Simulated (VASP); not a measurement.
A run of VASP 6.6.1:

Contents of INCAR:

```
SYSTEM = SiC
ALGO = Normal ; EDIFF = 1E-6
ENCUT = 600 ; GGA = PE
GGA_COMPAT = .False. ; ISIF = 2
ISMEAR = 0 ; LASPH = .True.
LCHARG = .False. ; LREAL = .False.
LWAVE = .False. ; NBANDS = 11
NELM = 120 ; PREC = Accurate
SIGMA = 0.02
```

File KPOINTS:

```
k-points
0
Gamma
  6 6 6
  0 0 0
```

POSCAR

```
SiC
1.0
    0.0000000000      2.1790000000      2.1790000000
    2.1790000000      0.0000000000      2.1790000000
    2.1790000000      2.1790000000      0.0000000000
Si C
1 1
Direct
    0.0000000000      0.0000000000      0.0000000000
    0.2500000000      0.2500000000      0.2500000000
```

Potentials or basis: VASP PAW PBE potentials, release 64 (Si, C).

Command:

```console
$ cat potpaw_PBE.64/Si/POTCAR potpaw_PBE.64/C/POTCAR > POTCAR
$ mpirun -np 1 vasp_std > vasp.out
```

Hardware: 1 thread of AMD EPYC 7R43 64-Core Processor (Zen 3), on a shared host.

Problem. How long does it take, and how much memory?

Solution. Run time: 7.8 s on 1 thread of AMD EPYC 7R43 64-Core Processor (Zen 3), with other jobs on the host, peak memory 0.11 GiB. Counts: scf iterations 12, k points 16.
